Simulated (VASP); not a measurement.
Wanted: the native input for a VASP 6.6.1 run.

* Task: single point
* Functional: BLYP
* Potentials or basis: VASP PAW PBE potentials, release 64 (Ge_d)
* Cutoff: 520 eV
* k mesh: 18 × 18 × 18
* Occupations: fermi-dirac, width 0.1 eV
* Spin: no spin polarisation
* Dipole correction: no
* Further INCAR settings: ALGO = Normal; EDIFF = 1e-06; NBANDS = 13

The structure of Ge lies in POSCAR:

```
Ge
1.0
    2.7596332159      0.0000000000      0.0000000000
    0.0000000000      2.7596332159      0.0000000000
    0.0000000000      0.0000000000      2.7596332159
Ge
1
Direct
    0.0000000000      0.0000000000      0.0000000000
```

This cell differs from its parent crystal: volume scaled by 0.96.

One way to write it, as run:

INCAR

```
PREC = Accurate ; ENCUT = 520
EDIFF = 1E-6 ; ISMEAR = -1
SIGMA = 0.1 ; LREAL = F
LASPH = T ; NELM = 60
ALGO = Normal ; ISIF = 2
LWAVE = F ; LCHARG = T
GGA = B5 ; ALDAX = 1.0
AGGAX = 1.0 ; AGGAC = 1.0
ALDAC = 0.0 ; LELF = T
LVHAR = T ; NBANDS = 13
```

KPOINTS

```
Automatic mesh
0
Gamma
  18 18 18
```

Potentials or basis: VASP PAW PBE potentials, release 64 (Ge_d).

Run with:

```console
$ cat potpaw_PBE.64/Ge_d/POTCAR > POTCAR
$ mpirun -np 1 vasp_std > vasp.out
```

It gave:

```json
{"Pressure": "2.1 GPa", "Band gap on the k mesh": "zero (band 7 reaches 12.02 eV, above the bottom of band 8 at 3.49 eV)"}
```

Caveat: the PAW data sets were made with another functional, which shifts forces and pressure a little.

Run time: 26 s on 1 thread of Intel(R) Xeon(R) Platinum 8375C CPU @ 2.90GHz (Ice Lake), on a shared host, peak memory 0.17 GiB.
